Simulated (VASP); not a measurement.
# Al2O3 (R-3c) in VASP: settings compared, part 2 of 3

VASP 6.6.1. The steps go on from the part before.

## Step 3: Relaxation of cell and atoms, RPBE+D4

File INCAR:

```
SYSTEM = Al2O3
  PREC = Accurate
  ENCUT = 600
  EDIFF = 1E-6
  ISMEAR = -1
  SIGMA = 0.05
  LREAL = .FALSE.
  LASPH = .TRUE.
  NELM = 80
  ALGO = Normal
  ISIF = 3
  LWAVE = .FALSE.
  LCHARG = .FALSE.
  GGA = RP
  IVDW = 13
  IBRION = 2
  NSW = 60
  EDIFFG = -0.01
```

File KPOINTS:

```
Automatic mesh
0
G
  7 7 7
  0 0 0
```

File POSCAR:

```
Al2O3
1.0
    2.3802500000      1.3742379782      4.3318666667
   -2.3802500000      1.3742379782      4.3318666667
    0.0000000000     -2.7484759565      4.3318666667
Al O
4 6
Direct
    0.8521600000      0.8521600000      0.8521600000
    0.6478400000      0.6478400000      0.6478400000
    0.1478400000      0.1478400000      0.1478400000
    0.3521600000      0.3521600000      0.3521600000
    0.0566800000      0.7500000000      0.4433200000
    0.7500000000      0.4433200000      0.0566800000
    0.4433200000      0.0566800000      0.7500000000
    0.9433200000      0.2500000000      0.5566800000
    0.2500000000      0.5566800000      0.9433200000
    0.5566800000      0.9433200000      0.2500000000
```

Potentials or basis: VASP PAW PBE potentials, release 64 (Al, O).

The run is started by

```console
$ cat potpaw_PBE.64/Al/POTCAR potpaw_PBE.64/O/POTCAR > POTCAR
$ mpirun -np 1 vasp_std > vasp.out
```

OUTCAR:

```text
SYSTEM = Al2O3
   PREC = Accurate
   ENCUT = 600
   EDIFF = 1E-6
   ISMEAR = -1
   LREAL = .FALSE.
   LASPH = .TRUE.
   NELM = 80
   ISIF = 3
   GGA = RP
   IVDW = 13
   IBRION = 2
   NSW = 60
   EDIFFG = -0.01

 ion  position               nearest neighbor table
   1  0.852  0.852  0.852-   8 1.85   9 1.85  10 1.85   6 1.97   7 1.97   5 1.97   2 2.66   3 2.79
                             3 2.79   3 2.79   2 3.22   2 3.22   2 3.22
   2  0.648  0.648  0.648-   9 1.85   8 1.85  10 1.85   5 1.97   7 1.97   6 1.97   1 2.66   4 2.79
                             4 2.79   4 2.79   1 3.22   1 3.22   1 3.22
   3  0.148  0.148  0.148-   5 1.85   6 1.85   7 1.85   9 1.97  10 1.97   8 1.97   4 2.66   1 2.79
                             1 2.79   1 2.79   4 3.22   4 3.22   4 3.22
   4  0.352  0.352  0.352-   6 1.85   5 1.85   7 1.85   8 1.97  10 1.97   9 1.97   3 2.66   2 2.79
                             2 2.79   2 2.79   3 3.22   3 3.22   3 3.22
   5  0.057  0.750  0.443-   3 1.85   4 1.85   2 1.97   1 1.97
   6  0.750  0.443  0.057-   4 1.85   3 1.85   1 1.97   2 1.97
   7  0.443  0.057  0.750-   3 1.85   4 1.85   1 1.97   2 1.97
   8  0.943  0.250  0.557-   1 1.85   2 1.85   4 1.97   3 1.97
   9  0.250  0.557  0.943-   2 1.85   1 1.85   3 1.97   4 1.97
  10  0.557  0.943  0.250-   1 1.85   2 1.85   3 1.97   4 1.97

  LATTYP: Found a trigonal (rhomboedric) cell.
 ALAT       =     5.1302230849
 COS(alpha) =     0.5694707703

  Lattice vectors:

 A1 = (   2.3802500000,   1.3742379782,   4.3318666667)
 A2 = (  -2.3802500000,   1.3742379782,   4.3318666667)
 A3 = (   0.0000000000,  -2.7484759565,   4.3318666667)

Analysis of symmetry for initial positions (statically):
[... 179 lines left out ...]
 NGX is ok and might be reduce to    42
   NGX = 21   NGY = 21   NGZ = 21

--------------------------------------- Ionic step        1  -------------------------------------------

 number of electron      48.0000003 magnetization

 Free energy of the ion-electron system (eV)
  ---------------------------------------------------
  ext. energy  EPLUGINS =         0.00000000
  ---------------------------------------------------
  free energy    TOTEN  =       -70.86555319 eV

  energy without entropy =      -70.86555319  energy(sigma->0) =      -70.86555319

------------------------ aborting loop because EDIFF is reached ----------------------------------------

  DFT-D4 for vdW energy calculation

  Edisp (eV):   -5.90422
[... 135 lines left out ...]
--------------------------------------- Ionic step        4  -------------------------------------------

 number of electron      48.0000004 magnetization

 Free energy of the ion-electron system (eV)
  ---------------------------------------------------
  ext. energy  EPLUGINS =         0.00000000
  ---------------------------------------------------
  free energy    TOTEN  =       -70.86420314 eV

  energy without entropy =      -70.86420314  energy(sigma->0) =      -70.86420314

 E-fermi :   7.4027     XC(G=0): -11.4944

 val. band max:        6.3020436989   @ k =   0.0000   0.0000   0.0000
 cond. band min:      12.5954635912   @ k =   0.0000   0.0000   0.0000
 fundamental gap:      6.2934198924
 Fermi energy:         7.4027369449

 k-point     1 :       0.0000    0.0000    0.0000
  band No.  band energies     occupation
      1     -13.0246      2.00000
      2     -10.7130      2.00000
      3     -10.4535      2.00000
      4     -10.4535      2.00000
      5     -10.1437      2.00000
      6     -10.1437      2.00000
[... 781 lines left out ...]
     29      17.6979      0.00000
     30      17.8198      0.00000

 [... further k-points ...]

------------------------ aborting loop because EDIFF is reached ----------------------------------------

  DFT-D4 for vdW energy calculation

  Edisp (eV):   -5.90612
[... 33 lines left out ...]
  FREE ENERGIE OF THE ION-ELECTRON SYSTEM (eV)
  ---------------------------------------------------
  free  energy   TOTEN  =       -76.7703230137 eV

  energy  without entropy=      -76.7703230137  energy(sigma->0) =      -76.77032301

 reached required accuracy - stopping structural energy minimisation
```

CONTCAR:

```text
Al2O3
   1.00000000000000
     2.3816524124813081    1.3750476614236147    4.3259646638725391
    -2.3816524124813081    1.3750476614236147    4.3259646638725391
    -0.0000000000000000   -2.7500953229471516    4.3259646638724965
  Al              O
     4     6
Direct
     0.8522783186015688    0.8522783186015688    0.8522783186015688
     0.6477216813984312    0.6477216813984312    0.6477216813984312
     0.1477216813984312    0.1477216813984312    0.1477216813984312
     0.3522783186015688    0.3522783186015688    0.3522783186015688
     0.0570285841008265    0.7500000000000000    0.4429714158991735
     0.7500000000000000    0.4429714158991735    0.0570285841008265
     0.4429714158991735    0.0570285841008265    0.7500000000000000
     0.9429714158991734    0.2500000000000000    0.5570285841008266
     0.2500000000000000    0.5570285841008266    0.9429714158991734
     0.5570285841008266    0.9429714158991734    0.2500000000000000

  0.00000000E+00  0.00000000E+00  0.00000000E+00
  0.00000000E+00  0.00000000E+00  0.00000000E+00
  0.00000000E+00  0.00000000E+00  0.00000000E+00
  0.00000000E+00  0.00000000E+00  0.00000000E+00
  0.00000000E+00  0.00000000E+00  0.00000000E+00
  0.00000000E+00  0.00000000E+00  0.00000000E+00
  0.00000000E+00  0.00000000E+00  0.00000000E+00
  0.00000000E+00  0.00000000E+00  0.00000000E+00
  0.00000000E+00  0.00000000E+00  0.00000000E+00
  0.00000000E+00  0.00000000E+00  0.00000000E+00
```

Wall time 2.5 min (1 thread of Intel Xeon 6975P-C (Granite Rapids), shared host); peak memory 0.31 GiB.

What came out:

* Free energy: -76.7703 eV
* Relaxed volume: 8.50 Å³/atom
* Relaxed cell: a = 5.126 Å, b = 5.126 Å, c = 5.126 Å, α = 55.37°, β = 55.37°, γ = 55.37°
* Space group after relaxing (to 0.1 Å): R-3c (No. 167)
* Energy gained by relaxing: 0.1 meV/atom
* Ionic steps: 4
* Pressure after relaxing: 0.0 GPa
* Largest force after relaxing: 0.004 eV/Å
* Band gap on the k mesh: 6.29 eV
* Dispersion energy per atom: -0.591 eV

Forces in eV/Å, atoms in the order of the input:
```
Al   0.000  0.000  0.003
Al   0.000  0.000 -0.003
Al   0.000  0.000 -0.003
Al   0.000  0.000  0.003
O   -0.002 -0.003  0.000
O   -0.002  0.003  0.000
O    0.004  0.000  0.000
O    0.002  0.003  0.000
O    0.002 -0.003  0.000
O   -0.004  0.000  0.000
```

The path:
| step | energy change (eV) | largest force (eV/Å) | pressure (GPa) | volume (Å³) |
| --- | --- | --- | --- | --- |
| 1 | 0.0000 | 0.0434 | 0.06 | 85.02 |
| 2 | -0.0005 | 0.0141 | -0.11 | 85.06 |
| 3 | -0.0005 | 0.0107 | -0.09 | 85.05 |
| 4 | -0.0006 | 0.0039 | 0.04 | 85.00 |

Final structure:
```yaml
crystal:
  lattice:
    - [2.38165, 1.37505, 4.32596]
    - [-2.38165, 1.37505, 4.32596]
    - [0.00000, -2.75010, 4.32596]
  atoms:
    - { symbol: Al, position: [0.85228, 0.85228, 0.85228] }
    - { symbol: Al, position: [0.64772, 0.64772, 0.64772] }
    - { symbol: Al, position: [0.14772, 0.14772, 0.14772] }
    - { symbol: Al, position: [0.35228, 0.35228, 0.35228] }
    - { symbol: O, position: [0.05703, 0.75000, 0.44297] }
    - { symbol: O, position: [0.75000, 0.44297, 0.05703] }
    - { symbol: O, position: [0.44297, 0.05703, 0.75000] }
    - { symbol: O, position: [0.94297, 0.25000, 0.55703] }
    - { symbol: O, position: [0.25000, 0.55703, 0.94297] }
    - { symbol: O, position: [0.55703, 0.94297, 0.25000] }
```

Levels at points of the mesh, in eV from the valence-band top:
```
           k point  band 22  band 23  band 24  band 25  band 26  band 27
(0.00, 0.00, 0.00)    -0.07    -0.07     0.00     6.29     9.23    10.87
```

Caveat: the PAW data sets were made with another functional, which shifts forces and pressure a little; an odd mesh through Γ misses points on the zone boundary, where band edges can lie.

[end of part 2 of 3]
